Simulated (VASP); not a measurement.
# Ir (P6_3/mmc) in VASP: further runs, part 2 of 2

VASP 6.6.1. The steps go on from the part before.

## 4. Single point, PBEsol (strain +0.040 along x and y, +0.000 along z)

File INCAR:

```
PREC     = Accurate       # precision mode
ENCUT    = 520            # plane-wave cutoff, eV
EDIFF    = 1E-7           # SCF threshold, eV
ISMEAR   = 0              # smearing method
SIGMA    = 0.15           # smearing width, eV
LREAL    = False          # projectors in reciprocal space
LASPH    = True           # aspherical terms in the spheres
NELM     = 100            # most SCF steps
ALGO     = Normal         # electronic algorithm
ISIF     = 2              # what is computed and relaxed
LWAVE    = False          # write WAVECAR
LCHARG   = False          # write CHGCAR
GGA      = PS             # functional
NBANDS   = 16             # bands
```

File KPOINTS:

```
Automatic mesh
0
Gamma
  18 18 12
```

File POSCAR:

```
Ir
1.0
    2.8614330104      0.0000000000      0.0000000000
   -1.4307165052      2.4780736782      0.0000000000
    0.0000000000      0.0000000000      4.4622900000
Ir
2
Direct
    0.6666666667      0.3333333333      0.7500000000
    0.3333333333      0.6666666667      0.2500000000
```

Potentials or basis: VASP PAW PBE potentials, release 64 (Ir).

Run with:

```
$ cat potpaw_PBE.64/Ir/POTCAR > POTCAR
$ mpirun -np 1 vasp_std > vasp.out
```

OUTCAR:

```text
PREC = Accurate
   ENCUT = 520
   EDIFF = 1E-7
   ISMEAR = 0
   LREAL = False
   LASPH = True
   NELM = 100
   ISIF = 2
   GGA = PS

 ion  position               nearest neighbor table
   1  0.667  0.333  0.750-   2 2.78   2 2.78   2 2.78   2 2.78   2 2.78   2 2.78
   2  0.333  0.667  0.250-   1 2.78   1 2.78   1 2.78   1 2.78   1 2.78   1 2.78

  LATTYP: Found a hexagonal cell.
 ALAT       =     2.8614330104
 C/A-ratio  =     1.5594598873

  Lattice vectors:

 A1 = (   2.8614330104,   0.0000000000,   0.0000000000)
 A2 = (  -1.4307165052,   2.4780736782,   0.0000000000)
 A3 = (   0.0000000000,   0.0000000000,   4.4622900000)

Analysis of symmetry for initial positions (statically):
=====================================================================
 Subroutine PRICEL returns:
 Original cell was already a primitive cell.

 Routine SETGRP: Setting up the symmetry group for a
 hexagonal supercell.

 Subroutine GETGRP returns: Found 24 space group operations
 (whereof 12 operations were pure point group operations)
 out of a pool of 24 trial point group operations.

The static configuration has the point symmetry D_3d.
 The point group associated with its full space group is D_6h.

Analysis of symmetry for dynamics (positions and initial velocities):
=====================================================================
 Subroutine PRICEL returns:
 Original cell was already a primitive cell.

 Routine SETGRP: Setting up the symmetry group for a
 hexagonal supercell.

 Subroutine GETGRP returns: Found 24 space group operations
 (whereof 12 operations were pure point group operations)
 out of a pool of 24 trial point group operations.

The dynamic configuration has the point symmetry D_3d.
 The point group associated with its full space group is D_6h.

 Subroutine INISYM returns: Found 24 space group operations
 (whereof 12 operations are pure point group operations),
 and found     1 'primitive' translations

[... 115 lines left out ...]
  volume/ion in A,a.u.               =      15.82       106.76
  Fermi-wavevector in a.u.,A,eV,Ry     =   1.356481  2.563378 25.035284  1.840041
  Thomas-Fermi vector in A             =   2.483481
   LORBIT       =      0    0 simple, 1 ext, 2 COOP (PROOUT), +10 PAW based schemes
   GGA     = PS    functional components
   LHFCALC =     F    Hartree Fock is set to
   AEXX    =    0.0000 exact exchange contribution
   IVDW    =     0    specifies the selected vdW correction
   LEPSILON=     F    determine dielectric tensor
   LRPA    =     F    only Hartree local field effects (RPA)
 non-spin polarized calculation
 Gauss-broadening in eV      SIGMA  =   0.15
  energy-cutoff  :      520.00
  volume of cell :       31.64
 maximum number of plane-waves:       868
 NGX is ok and might be reduce to    24
   NGX = 11   NGY = 11   NGZ = 17

 number of electron      17.9999999 magnetization

 Free energy of the ion-electron system (eV)
  ---------------------------------------------------
  ext. energy  EPLUGINS =         0.00000000
  ---------------------------------------------------
  free energy    TOTEN  =       -19.10340486 eV

  energy without entropy =      -19.07030456  energy(sigma->0) =      -19.08685471

 E-fermi :   8.5430     XC(G=0): -13.4496

 val. band max:        8.5412132950   @ k =   0.3333   0.2778   0.3333
 cond. band min:       8.5441826907   @ k =   0.3889   0.2222   0.2500
 fundamental gap:      0.0029693957
 Fermi energy:         8.5430367969

 k-point     1 :       0.0000    0.0000    0.0000
  band No.  band energies     occupation
      1      -1.6152      2.00000
      2       1.5004      2.00000
      3       5.2507      2.00000
      4       5.2507      2.00000
      5       5.5050      2.00000
      6       5.8788      2.00000
[... 433 lines left out ...]
      3       2.7314      2.00000
      4       4.7365      2.00000
      5       4.8827      2.00000
      6       5.6011      2.00000
[... 8 lines left out ...]
     15      18.4878      0.00000
     16      20.6928      0.00000

 [... further k-points ...]

------------------------ aborting loop because EDIFF is reached ----------------------------------------

  FORCE on cell =-STRESS in cart. coord.  units (eV):
  Direction    XX          YY          ZZ          XY          YZ          ZX
  --------------------------------------------------------------------------------------
  -------------------------------------------------------------------------------------
  Total       -6.7641758     -6.7641758     -5.1775340     -0.0000000      0.0000000      0.0000000
  in kB     -342.5073391   -342.5073391   -262.1669591     -0.0000000      0.0000000      0.0000000
  external PRESSURE =    -315.7272124 kB  Pullay stress =       0.0000000 kB

 VOLUME and BASIS-vectors are now :
 -----------------------------------------------------------------------------
  energy-cutoff  :      520.00
  volume of cell :       31.64
      direct lattice vectors                 reciprocal lattice vectors
     2.861433010  0.000000000  0.000000000     0.349475244  0.201769626  0.000000000
    -1.430716505  2.478073678  0.000000000     0.000000000  0.403539253  0.000000000
     0.000000000  0.000000000  4.462290000     0.000000000  0.000000000  0.224100182

 POSITION                                       TOTAL-FORCE (eV/Angst)
 -----------------------------------------------------------------------------------
      1.43072      0.82602      3.34672         0.000000      0.000000      0.000000
     -0.00000      1.65205      1.11557        -0.000000     -0.000000      0.000000
 -----------------------------------------------------------------------------------
    total drift:                               -0.000000      0.000000     -0.000000

  FREE ENERGIE OF THE ION-ELECTRON SYSTEM (eV)
  ---------------------------------------------------
  free  energy   TOTEN  =       -19.1034048647 eV

  energy  without entropy=      -19.0703045612  energy(sigma->0) =      -19.08685471
```

OSZICAR:

```text
N       E                     dE             d eps       ncg     rms          rms(c)
DAV:   1     0.136619333187E+03    0.13662E+03   -0.83461E+03  8288   0.111E+03
DAV:   2    -0.165517609970E+02   -0.15317E+03   -0.13721E+03  8296   0.299E+02
DAV:   3    -0.204052883189E+02   -0.38535E+01   -0.37830E+01 11352   0.557E+01
DAV:   4    -0.204457913949E+02   -0.40503E-01   -0.40492E-01  9432   0.497E+00
DAV:   5    -0.204468962165E+02   -0.11048E-02   -0.11048E-02 11528   0.852E-01    0.170E+01
DAV:   6    -0.192686491763E+02    0.11782E+01   -0.17508E+00 10192   0.166E+01    0.625E+00
DAV:   7    -0.191155779303E+02    0.15307E+00   -0.36228E-01 11392   0.695E+00    0.220E+00
DAV:   8    -0.191099282644E+02    0.56497E-02   -0.44039E-03  9448   0.545E-01    0.156E+00
DAV:   9    -0.191034024962E+02    0.65258E-02   -0.47370E-03 10480   0.866E-01    0.242E-02
DAV:  10    -0.191034035524E+02   -0.10562E-05   -0.46537E-05 12872   0.658E-02    0.146E-02
DAV:  11    -0.191034043988E+02   -0.84638E-06   -0.23534E-06 10704   0.148E-02    0.495E-03
DAV:  12    -0.191034049079E+02   -0.50911E-06   -0.17173E-07  9800   0.435E-03    0.433E-04
DAV:  13    -0.191034048647E+02    0.43241E-07   -0.12168E-08  6536   0.105E-03
   1 F= -.19103405E+02 E0= -.19086855E+02  d E =-.331003E-01
```

stdout:

```text
POSCAR found type information on POSCAR Ir
 POSCAR found :  1 types and       2 ions
 scaLAPACK will be used
 -----------------------------------------------------------------------------
|                                                                             |
|                                                                             |
|     You enforced a specific xc type in the INCAR file but a different       |
|     I HOPE YOU KNOW WHAT YOU ARE DOING!                                     |
|                                                                             |
 -----------------------------------------------------------------------------

 LDA part: xc-table for (Slater+PW92), standard interpolation
 POSCAR, INCAR and KPOINTS ok, starting setup
 FFT: planning ... GRIDC
 FFT: planning ... GRID_SOFT
 FFT: planning ... GRID
 WAVECAR not read
 entering main loop
```

It took 2.6 min on 1 thread of Intel Xeon Platinum 8259CL at 2.50GHz (Skylake/Cascade Lake), shared host; peak memory 0.24 GiB.

What came out:

* Free energy: -19.1034 eV
* Pressure: -31.6 GPa
* Band gap on the k mesh: zero (bands 9 and 10 overlap by 2.75 eV)

Stress tensor (GPa, compression positive):
```
-34.25   0.00   0.00
  0.00 -34.25   0.00
  0.00   0.00 -26.22
```

Caveat: the cell differs from its parent crystal (strain +0.040 along x and y, +0.000 along z); the stress differs along the axes, from -34 to -26 GPa; the PAW data sets were made with another functional, which shifts forces and pressure a little; spin-orbit coupling is left out, which moves the levels of the heavy elements.

## 5. The runs side by side

```tsv
cell	gap on the mesh (eV)	pressure (GPa)
a = 2.971, b = 2.971, c = 4.105 Å, angles 90.0, 90.0, 120.0°, 2 atoms	none	-22.5
a = 2.751, b = 2.751, c = 4.819 Å, angles 90.0, 90.0, 120.0°, 2 atoms	none	-30.1
a = 2.861, b = 2.861, c = 4.462 Å, angles 90.0, 90.0, 120.0°, 2 atoms	none	-31.6
```

Alike in all rows: task single point; level PBEsol; potentials or basis VASP PAW PBE potentials, release 64 (Ir); no spin polarisation; k mesh 18 × 18 × 12; cutoff (eV) 520; smearing gaussian 0.15 eV.

Caveats: the PAW data sets were made with another functional, which shifts forces and pressure a little; spin-orbit coupling is left out, which moves the levels of the heavy elements; the stress differs along the axes, from -32 to -4 GPa (at least some runs); the stress differs along the axes, from -42 to -24 GPa (at least some runs); the stress differs along the axes, from -34 to -26 GPa (at least some runs).

Absolute energies hang on the potentials; compare differences alone.
